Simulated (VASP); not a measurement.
Input of a VASP 6.6.1 run:

Contents of INCAR:

```
SYSTEM = Al2O3
ALGO     = Normal         ! electronic algorithm
EDIFF    = 1E-7           ! SCF threshold, eV
ENCUT    = 520            ! plane-wave cutoff, eV
GGA      = PE             ! functional
ISIF     = 2              ! what is computed and relaxed
ISMEAR   = 0              ! smearing method
LASPH    = .TRUE.         ! aspherical terms in the spheres
LCHARG   = .FALSE.        ! write CHGCAR
LREAL    = .FALSE.        ! projectors in reciprocal space
LWAVE    = .FALSE.        ! write WAVECAR
NBANDS   = 35             ! bands
NELM     = 100            ! most SCF steps
PREC     = Accurate       ! precision mode
SIGMA    = 0.05           ! smearing width, eV
```

Contents of KPOINTS:

```
k-points
0
G
  6 6 6
  0 0 0
```

The input POSCAR:

```
Al2O3
1.0
    2.2085726942      1.2751200395      4.3533912565
   -2.2085726942      1.2751200395      4.3533912565
    0.0000000000     -2.5502400790      4.3533912565
Al O
4 6
Direct
    0.8521293568      0.8521293568      0.8521293568
    0.6478706432      0.6478706432      0.6478706432
    0.1478706432      0.1478706432      0.1478706432
    0.3521293568      0.3521293568      0.3521293568
    0.0561574040      0.4438425960      0.7500000000
    0.7500000000      0.0561574040      0.4438425960
    0.4438425960      0.7500000000      0.0561574040
    0.9438425960      0.5561574040      0.2500000000
    0.2500000000      0.9438425960      0.5561574040
    0.5561574040      0.2500000000      0.9438425960
```

Potentials or basis: VASP PAW PBE potentials, release 64 (Al, O).

The run is started by

```bash
$ cat potpaw_PBE.64/Al/POTCAR potpaw_PBE.64/O/POTCAR > POTCAR
$ mpirun -np 1 vasp_std > vasp.out
```

Q: What does it give for the pressure?

A: 59.5 GPa.

Q: Predict the band gap on the k mesh.

A: 7.82 eV, direct.

Q: Predict the largest force.

A: 0.953 eV/Å.

Forces in eV/Å, atoms in the order of the input:
```
Al   0.000  0.000 -0.953
Al   0.000  0.000  0.953
Al   0.000  0.000  0.953
Al   0.000  0.000 -0.953
O    0.300  0.000  0.000
O   -0.150  0.260  0.000
O   -0.150 -0.260  0.000
O   -0.300  0.000  0.000
O    0.150 -0.260  0.000
O    0.150  0.260  0.000
```
